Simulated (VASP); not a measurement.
## YbBi: single point with PBE+U

The system is YbBi.

```
Yb Bi
1.0
     3.97826    0.00000    0.00000
     0.00000    3.97826    0.00000
     0.00000    0.00000    3.97826
Yb Bi
1 1
Direct
  0.00000 0.00000 0.00000
  0.50000 0.50000 0.50000
```

| Quantity | Value |
| --- | --- |
| Program | VASP 6.6.1 |
| Task | single point |
| Functional | PBE |
| Potentials or basis | VASP PAW PBE potentials, release 64 (Yb, Bi_d) |
| Cutoff | 520 eV |
| k mesh | 8 × 8 × 8 |
| Occupations | gaussian, width 0.05 eV |
| Spin | collinear spin, ferromagnetic start |
| Starting moments | [1.0, 0.0] μB |
| Hubbard terms | Yb f U = 6.0 eV |

| Property | Result |
| --- | --- |
| Pressure | -0.1 GPa |
| Net moment | 0.00 μB per cell |
| Valence electrons inside the program's atomic spheres | Yb 22.21; Bi 12.89 |

Levels at points of the mesh, in eV from the Fermi level:
Spin up:
| k point | band 17 | band 18 | band 19 | band 20 | band 21 | band 22 |
| --- | --- | --- | --- | --- | --- | --- |
| (0.00, 0.00, 0.00) | -1.38 | 0.55 | 0.55 | 0.55 | 0.90 | 0.90 |
| (0.50, 0.00, 0.00) | -1.40 | -1.39 | 0.08 | 0.08 | 1.65 | 4.20 |
| (0.50, 0.50, 0.00) | -1.40 | -1.40 | -1.39 | -0.23 | 1.95 | 3.33 |
| (0.50, 0.50, 0.50) | -1.42 | -1.42 | -1.42 | -1.35 | 3.03 | 3.03 |
Spin down:
```csv
k point,band 16,band 17,band 18,band 19,band 20,band 21,band 22,band 23
"(0.00, 0.00, 0.00)",-1.46,-1.38,0.55,0.55,0.55,0.90,0.90,1.10
"(0.50, 0.00, 0.00)",-1.40,-1.40,-1.39,0.08,0.08,1.65,4.20,5.15
"(0.50, 0.50, 0.00)",-1.42,-1.40,-1.40,-1.39,-0.23,1.95,3.33,3.38
"(0.50, 0.50, 0.50)",-1.43,-1.42,-1.42,-1.42,-1.35,3.03,3.03,3.03
```

Eigenvalues of the final occupation matrices:
```
    site  spin  trace                         eigenvalues
site 1 f     1   6.91  0.98 0.99 0.99 0.99 0.99 0.99 0.99
site 1 f     2   6.91  0.98 0.99 0.99 0.99 0.99 0.99 0.99
```

Run time: 13 min on 1 thread of Intel Xeon 8259CL, with other jobs on the host, peak memory 0.25 GiB.

Caveat: spin-orbit coupling is left out, which moves the levels of the heavy elements. The state reached can hang on the start; a lower one may exist.
